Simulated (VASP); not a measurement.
# MgO2 (R-3m) in VASP: single point with PBEsol

Aim: the single point of MgO2 with PBEsol.

Everything below comes from runs of VASP 6.6.1. Logs are shortened: lines on timing, memory, paths and dates and some standing lists are left out, and cuts for length are marked.

## Step 1: The cell of the first run

Symmetry: R-3m, No. 166, trigonal system. The conventional cell has a = 3.210 Å, b = 3.210 Å, c = 10.482 Å, α = 90.00°, β = 90.00°, γ = 120.00°. Mg (site symmetry -3m) has 12 O at 2.19 to 2.97 Å within 3.0 Å. O (site symmetry 3m) has 1 O at 1.14 Å within 1.5 Å.

## Step 2: Single point, PBEsol (atoms displaced along a vibrational mode)

INCAR

```
SYSTEM = MgO2
PREC = Accurate
ENCUT = 840
EDIFF = 1E-6
ISMEAR = 0
SIGMA = 0.05
LREAL = .False.
LASPH = .True.
NELM = 120
ALGO = Normal
ISIF = 2
LWAVE = .False.
LCHARG = .True.
GGA = PS
LELF = .True.
LVHAR = .True.
NBANDS = 18
GGA_COMPAT = .False.
```

KPOINTS

```
Automatic mesh
0
Gamma
  12 12 12
  0 0 0
```

POSCAR

```
MgO2
1.0
    1.6047610160      0.9265092046      3.4939788749
   -1.6047610160      0.9265092046      3.4939788749
    0.0000000000     -1.8530184092      3.4939788749
Mg O
1 2
Direct
    0.0000000000      0.0000000000      0.0000000000
    0.4454813881      0.4454813881      0.4454813881
    0.5545186119      0.5545186119      0.5545186119
```

Potentials or basis: VASP PAW PBE potentials, release 64 (Mg_sv, O).

The run is started by

```bash
$ cat potpaw_PBE.64/Mg_sv/POTCAR potpaw_PBE.64/O/POTCAR > POTCAR
$ mpirun -np 1 vasp_std > vasp.out
```

OUTCAR:

```text
SYSTEM = MgO2
   PREC = Accurate
   ENCUT = 840
   EDIFF = 1E-6
   ISMEAR = 0
   LREAL = .False.
   LASPH = .True.
   NELM = 120
   ISIF = 2
   GGA = PS

 ion  position               nearest neighbor table
   1  0.000  0.000  0.000-
   2  0.445  0.445  0.445-   3 1.14
   3  0.555  0.555  0.555-   2 1.14

  LATTYP: Found a trigonal (rhomboedric) cell.
 ALAT       =     3.9549419216
 COS(alpha) =     0.6707160928

  Lattice vectors:

 A1 = (   1.6047610160,   0.9265092046,   3.4939788749)
 A2 = (  -1.6047610160,   0.9265092046,   3.4939788749)
 A3 = (   0.0000000000,  -1.8530184092,   3.4939788749)

Analysis of symmetry for initial positions (statically):
=====================================================================
 Subroutine PRICEL returns:
 Original cell was already a primitive cell.

 Routine SETGRP: Setting up the symmetry group for a
 trigonal (rhombohedral) supercell.

 Subroutine GETGRP returns: Found 12 space group operations
 (whereof 12 operations were pure point group operations)
 out of a pool of 12 trial point group operations.

The static configuration has the point symmetry D_3d.

Analysis of symmetry for dynamics (positions and initial velocities):
=====================================================================
 Subroutine PRICEL returns:
 Original cell was already a primitive cell.

 Routine SETGRP: Setting up the symmetry group for a
 trigonal (rhombohedral) supercell.

 Subroutine GETGRP returns: Found 12 space group operations
 (whereof 12 operations were pure point group operations)
 out of a pool of 12 trial point group operations.

The dynamic configuration has the point symmetry D_3d.

 Subroutine INISYM returns: Found 12 space group operations
 (whereof 12 operations are pure point group operations),
 and found     1 'primitive' translations

----------------------------------------------------------------------------------------

                                     Primitive cell

  volume of cell :      31.1696

  direct lattice vectors                    reciprocal lattice vectors
     1.604761016  0.926509205  3.493978875     0.311572873  0.179886682  0.095402218
    -1.604761016  0.926509205  3.493978875    -0.311572873  0.179886682  0.095402218
     0.000000000 -1.853018409  3.493978875     0.000000000 -0.359773364  0.095402218

  length of vectors
     3.954941922  3.954941922  3.954941922     0.372207545  0.372207545  0.372207545
[... 82 lines left out ...]
   NELM   =    120;   NELMIN=  2; NELMDL= -5     # of ELM steps
   EDIFF  = 0.1E-05   stopping-criterion for ELM
   LREAL  =      F    real-space projection
   EDIFFG = 0.1E-04   stopping-criterion for IOM
   NSW    =      0    number of steps for IOM
   IBRION =     -1    ionic relax: 0-MD 1-quasi-New 2-CG
   NFREE  =      0    steps in history (QN), initial steepest desc. (CG)
   ISIF   =      2    stress and relaxation
   ISYM   =      2    0-nonsym 1-usesym 2-fastsym
   POTIM  = 0.5000    time-step for ionic-motion
   TEBEG  =    0.0;   TEEND  =   0.0 temperature during run
   PSTRESS=    0.0 pullay stress
   NELECT =      22.0000    total number of electrons
   NUPDOWN=      -1.0000    fix difference up-down
   EMIN   =  10.00;   EMAX   =-10.00  energy-range for DOS
   EFERMI =   0.00;   METHOD = LEGACY
   ISMEAR =     0;   SIGMA  =   0.05  broadening in eV -4-tet -1-fermi 0-gaus
   EFERMI_NEDOS =   21; number of points for ismear=-14 and -15
   IALGO  =     38    algorithm
   IMIX   =      4    mixing-type and parameters
     AMIX     =   0.40;   BMIX     =  1.00
     AMIX_MAG =   1.60;   BMIX_MAG =  1.00
  volume/ion in A,a.u.               =      10.39        70.11
  Fermi-wavevector in a.u.,A,eV,Ry     =   1.457601  2.754466 28.906928  2.124599
  Thomas-Fermi vector in A             =   2.574383
   LORBIT       =      0    0 simple, 1 ext, 2 COOP (PROOUT), +10 PAW based schemes
   GGA     = PS    functional components
   LHFCALC =     F    Hartree Fock is set to
   AEXX    =    0.0000 exact exchange contribution
   IVDW    =     0    specifies the selected vdW correction
   LEPSILON=     F    determine dielectric tensor
   LRPA    =     F    only Hartree local field effects (RPA)
 non-spin polarized calculation
 Gauss-broadening in eV      SIGMA  =   0.05
  energy-cutoff  :      840.00
  volume of cell :       31.17
 maximum number of plane-waves:      1744
 NGX is ok and might be reduce to    40
   NGX = 19   NGY = 19   NGZ = 19

 number of electron      21.9999995 magnetization

 Free energy of the ion-electron system (eV)
  ---------------------------------------------------
  ext. energy  EPLUGINS =         0.00000000
  ---------------------------------------------------
  free energy    TOTEN  =       -14.17926347 eV

  energy without entropy =      -14.17926347  energy(sigma->0) =      -14.17926347

 E-fermi :   5.1119     XC(G=0): -10.4762

 val. band max:        4.7295799222   @ k =   0.5000   0.5000   0.5000
 cond. band min:       6.8495588929   @ k =   0.3333   0.3333   0.3333
 fundamental gap:      2.1199789708
 Fermi energy:         5.1119492406

 k-point     1 :       0.0000    0.0000    0.0000
  band No.  band energies     occupation
      1     -70.7114      2.00000
      2     -37.6807      2.00000
      3     -37.6460      2.00000
      4     -37.6460      2.00000
      5     -24.0901      2.00000
      6      -9.7480      2.00000
[... 481 lines left out ...]
      5     -23.8956      2.00000
      6      -9.9384      2.00000
[... 10 lines left out ...]
     17      18.9889      0.00000
     18      19.8480      0.00000

 [... further k-points ...]

------------------------ aborting loop because EDIFF is reached ----------------------------------------

  FORCE on cell =-STRESS in cart. coord.  units (eV):
  Direction    XX          YY          ZZ          XY          YZ          ZX
  --------------------------------------------------------------------------------------
  -------------------------------------------------------------------------------------
  Total       -2.2945343     -2.2945343     26.2009751      0.0000000      0.0000000      0.0000000
  in kB     -117.9433608   -117.9433609   1346.7792218      0.0000000      0.0000000      0.0000000
  external PRESSURE =     370.2975000 kB  Pullay stress =       0.0000000 kB

 VOLUME and BASIS-vectors are now :
 -----------------------------------------------------------------------------
  energy-cutoff  :      840.00
  volume of cell :       31.17
      direct lattice vectors                 reciprocal lattice vectors
     1.604761016  0.926509205  3.493978875     0.311572873  0.179886682  0.095402218
    -1.604761016  0.926509205  3.493978875    -0.311572873  0.179886682  0.095402218
     0.000000000 -1.853018409  3.493978875     0.000000000 -0.359773364  0.095402218

 POSITION                                       TOTAL-FORCE (eV/Angst)
 -----------------------------------------------------------------------------------
      0.00000      0.00000      0.00000         0.000000      0.000000      0.000000
      0.00000      0.00000      4.66951         0.000000     -0.000000    -25.007849
      0.00000      0.00000      5.81243         0.000000      0.000000     25.007849
 -----------------------------------------------------------------------------------
    total drift:                               -0.000000     -0.000000     -0.000000

  FREE ENERGIE OF THE ION-ELECTRON SYSTEM (eV)
  ---------------------------------------------------
  free  energy   TOTEN  =       -14.1792634720 eV

  energy  without entropy=      -14.1792634720  energy(sigma->0) =      -14.17926347
```

OSZICAR:

```text
N       E                     dE             d eps       ncg     rms          rms(c)
DAV:   1     0.232455744948E+03    0.23246E+03   -0.18213E+04  6820   0.191E+03
DAV:   2    -0.594843788552E+01   -0.23840E+03   -0.23167E+03  8034   0.459E+02
DAV:   3    -0.160062454919E+02   -0.10058E+02   -0.10013E+02  9518   0.917E+01
DAV:   4    -0.161616023808E+02   -0.15536E+00   -0.15527E+00  8236   0.109E+01
DAV:   5    -0.161649641060E+02   -0.33617E-02   -0.33616E-02  8352   0.121E+00    0.104E+01
DAV:   6    -0.143087471734E+02    0.18562E+01   -0.53867E+00  7674   0.143E+01    0.390E+00
DAV:   7    -0.141927437579E+02    0.11600E+00   -0.23309E-01  8048   0.390E+00    0.200E+00
DAV:   8    -0.141771700830E+02    0.15574E-01   -0.97181E-02  7908   0.257E+00    0.356E-01
DAV:   9    -0.141792697703E+02   -0.20997E-02   -0.16003E-02  7970   0.810E-01    0.161E-01
DAV:  10    -0.141792027999E+02    0.66970E-04   -0.16488E-03  8104   0.278E-01    0.356E-02
DAV:  11    -0.141792569321E+02   -0.54132E-04   -0.75254E-05  7832   0.679E-02    0.147E-02
DAV:  12    -0.141792629874E+02   -0.60553E-05   -0.80663E-06  8218   0.229E-02    0.225E-03
DAV:  13    -0.141792634720E+02   -0.48458E-06   -0.57750E-07  6862   0.650E-03
   1 F= -.14179263E+02 E0= -.14179263E+02  d E =-.134739E-29
```

stdout:

```text
POSCAR found type information on POSCAR MgO
 POSCAR found :  2 types and       3 ions
 scaLAPACK will be used
 -----------------------------------------------------------------------------
|                                                                             |
|                                                                             |
|     You enforced a specific xc type in the INCAR file but a different       |
|     I HOPE YOU KNOW WHAT YOU ARE DOING!                                     |
|                                                                             |
 -----------------------------------------------------------------------------

 LDA part: xc-table for (Slater+PW92), standard interpolation
 POSCAR, INCAR and KPOINTS ok, starting setup
 FFT: planning ... GRIDC
 FFT: planning ... GRID_SOFT
 FFT: planning ... GRID
 WAVECAR not read
 entering main loop
```

Run time: 2.1 min. Hardware: 1 thread of Intel Xeon 6975P-C (Granite Rapids), shared host; peak memory 0.37 GiB.

Results:

- Free energy: -14.1793 eV
- Pressure: 37.0 GPa
- Largest force: 25.008 eV/Å
- Band gap on the k mesh: 2.12 eV (least direct gap 2.27 eV)

Forces in eV/Å, atoms in the order of the input:
```
Mg    0.000   0.000   0.000
O     0.000   0.000 -25.008
O     0.000   0.000  25.008
```

Levels at points of the mesh, in eV from the valence-band top:
```
           k point  band 7  band 8  band 9  band 10  band 11  band 12  band 13  band 14  band 15  band 16
(0.00, 0.00, 0.00)  -11.06   -8.02   -8.02    -0.60    -0.60     2.29     8.41     8.70    12.14    12.14
(0.50, 0.00, 0.00)   -9.95   -9.67   -8.33    -1.59    -1.10     5.04     5.82     9.40    10.28    11.34
(0.50, 0.50, 0.00)   -9.62   -9.06   -8.57    -2.67    -0.21     5.11     5.17     9.06     9.07    11.62
(0.50, 0.50, 0.50)   -8.63   -8.21   -8.21     0.00     0.00     2.45     2.83    11.30    11.63    11.63
```

Caveat: the cell differs from its parent crystal (atoms displaced along a vibrational mode); the standard files for N, O and F lose accuracy on very short bonds; the stress differs along the axes, from -12 to 135 GPa; the PAW data sets were made with another functional, which shifts forces and pressure a little.
